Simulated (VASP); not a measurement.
The system is ZnCu.

```
Zn Cu
1.0
     2.94500    0.00000    0.00000
     0.00000    2.94500    0.00000
     0.00000    0.00000    2.94500
Zn Cu
1 1
Direct
  0.50000 0.50000 0.50000
  0.00000 0.00000 0.00000
```

Base run:

| Property | Result |
| --- | --- |
| Program | VASP 6.6.1 |
| Functional | PBEsol |
| Potentials or basis | VASP PAW PBE potentials, release 64 (Zn, Cu) |
| Cutoff | 520 eV |
| k mesh | 14 × 14 × 14 |
| Occupations | fermi-dirac, width 0.05 eV |
| Spin | no spin polarisation |

Its results: pressure -4.1 GPa.

Task: After a change of settings the same cell gave: pressure 2.8 GPa. Which change was it?
A. functional from PBEsol to r2SCAN
B. functional from PBEsol to LDA; potentials or basis from VASP PAW PBE potentials, release 64 (Zn, Cu) to VASP PAW LDA potentials, release 64 (Zn, Cu)
C. functional from PBEsol to PBE

Result: C.

PBE binds less tightly than PBEsol, so the same cell stands under more pressure.

Caveats: the PAW data sets were made with another functional, which shifts forces and pressure a little (some runs).
